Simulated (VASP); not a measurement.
SnTe (wurtzite type):

```
Sn Te
1.0
     4.39698    0.00000    0.00000
    -2.19849    3.80790    0.00000
     0.00000    0.00000    7.16707
Sn Te
2 2
Direct
  0.33333 0.66667 0.00000
  0.66667 0.33333 0.50000
  0.33333 0.66667 0.37600
  0.66667 0.33333 0.87600
```

- Program: VASP 6.6.1
- Task: relaxation of cell and atoms
- Functional: PBE
- Potentials or basis: VASP PAW PBE potentials, release 64 (Sn_d, Te)
- Cutoff: 600 eV
- k mesh: 9 × 9 × 5
- Occupations: fermi-dirac, width 0.05 eV
- Spin: no spin polarisation

At the start: pressure 25.3 GPa; volume 30.00 Å³/atom.

Task: Where does the relaxation end?

Result: Over 31 steps the energy falls by 998.8 meV/atom and the volume is 41.70 Å³/atom (+39.0 %); space group P6_3mc (No. 186, to 0.1 Å) before and after.

Step by step:
| step | energy change (eV) | largest force (eV/Å) | pressure (GPa) | volume (Å³) |
| --- | --- | --- | --- | --- |
| 1 | 0.0000 | 0.2046 | 25.29 | 120.00 |
| 2 | -3.2407 | 0.0023 | -3.20 | 222.46 |
| 3 | -3.6732 | 0.0270 | 0.24 | 183.48 |
| 4 | -3.6744 | 0.0259 | -0.06 | 185.65 |
| 5 | -3.6772 | 0.0496 | -0.06 | 185.63 |
| 6 | -3.6847 | 0.1271 | -0.04 | 185.53 |
| 7 | -3.6931 | 0.3132 | 0.05 | 185.17 |
| 8 | -3.6944 | 0.3179 | 0.05 | 185.19 |
| 9 | -3.6981 | 0.3330 | 0.04 | 185.23 |
| 10 | -3.7056 | 0.3646 | 0.01 | 185.29 |
| 11 | -3.7196 | 0.4357 | -0.04 | 185.35 |
| 12 | -3.7369 | 0.6116 | -0.12 | 185.16 |
| 13 | -3.7435 | 0.6072 | -0.16 | 185.15 |
| 14 | -3.7617 | 0.5954 | -0.29 | 185.10 |
| 15 | -3.7897 | 0.5766 | -0.54 | 184.88 |
| 16 | -3.7905 | 0.5514 | -0.89 | 183.97 |
| 17 | -3.7986 | 0.5759 | -0.73 | 184.50 |
| 18 | -3.8359 | 0.4756 | -0.82 | 183.19 |
| 19 | -3.9168 | 0.2296 | -0.97 | 179.28 |
| 20 | -3.9789 | 0.0160 | -0.77 | 171.59 |
| 21 | -3.9803 | 0.0243 | -0.68 | 170.56 |
| 22 | -3.9929 | 0.0107 | -0.22 | 167.88 |
| 23 | -3.9948 | 0.0032 | 0.04 | 166.47 |
| 24 | -3.9948 | 0.0027 | 0.05 | 166.38 |
| 25 | -3.9949 | 0.0072 | 0.02 | 166.56 |
| 26 | -3.9950 | 0.0090 | 0.01 | 166.63 |
| 27 | -3.9950 | 0.0089 | 0.01 | 166.62 |
| 28 | -3.9950 | 0.0084 | 0.00 | 166.68 |
| 29 | -3.9950 | 0.0076 | -0.02 | 166.85 |
| 30 | -3.9950 | 0.0068 | -0.02 | 166.84 |
| 31 | -3.9950 | 0.0046 | -0.01 | 166.81 |

Final structure:
```yaml
crystal:
  lattice:
    - [5.43617, 0.00000, 0.00000]
    - [-2.71809, 4.70786, 0.00000]
    - [0.00000, 0.00000, 6.51773]
  atoms:
    - { symbol: Sn, position: [0.33333, 0.66667, 0.95266] }
    - { symbol: Sn, position: [0.66667, 0.33333, 0.45266] }
    - { symbol: Te, position: [0.33333, 0.66667, 0.42334] }
    - { symbol: Te, position: [0.66667, 0.33333, 0.92334] }
```

Caveat: the volume moved by over 15 % at a fixed basis, so the end points are rough.
